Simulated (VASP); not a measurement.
## Al3Cu: single point with PBEsol

The system is Al3Cu.

```
Al Cu
1.0
     4.02375   -0.03924   -0.03924
    -0.03924    4.02375   -0.03924
    -0.03924   -0.03924    4.02375
Al Cu
3 1
Direct
  0.00000 0.50000 0.50000
  0.50000 0.00000 0.50000
  0.50000 0.50000 0.00000
  0.00000 0.00000 0.00000
```

This cell differs from its parent crystal: strained.

```
Program                : VASP 6.6.1
Task                   : single point
Functional             : PBEsol
Potentials or basis    : VASP PAW PBE potentials, release 64 (Al, Cu)
Cutoff                 : 520 eV
k mesh                 : 9 × 9 × 9
Occupations            : gaussian, width 0.1 eV
Spin                   : no spin polarisation
Dipole correction      : no
Further INCAR settings : ALGO = Normal; EDIFF = 1e-06; NBANDS = 18
```

- Pressure: -7.9 GPa
- Band gap on the k mesh: zero (bands 10 and 11 overlap by 3.45 eV)

Stress tensor (GPa, compression positive):
```
-7.95  0.14  0.14
 0.14 -7.95  0.14
 0.14  0.14 -7.95
```

Levels at points of the mesh, in eV from the Fermi level:
```tsv
k point	band 6	band 7	band 8	band 9	band 10	band 11	band 12	band 13	band 14	band 15
(0.00, 0.00, 0.00)	-3.25	-2.21	-2.21	-2.13	-0.40	0.28	0.28	5.64	6.10	6.10
```

Wall time 110 s on 1 thread of Intel Xeon 8259CL (shared host), peak memory 0.23 GiB.

Caveat: the cell differs from its parent crystal (strained); the cell stands under tension; the PAW data sets were made with another functional, which shifts forces and pressure a little.
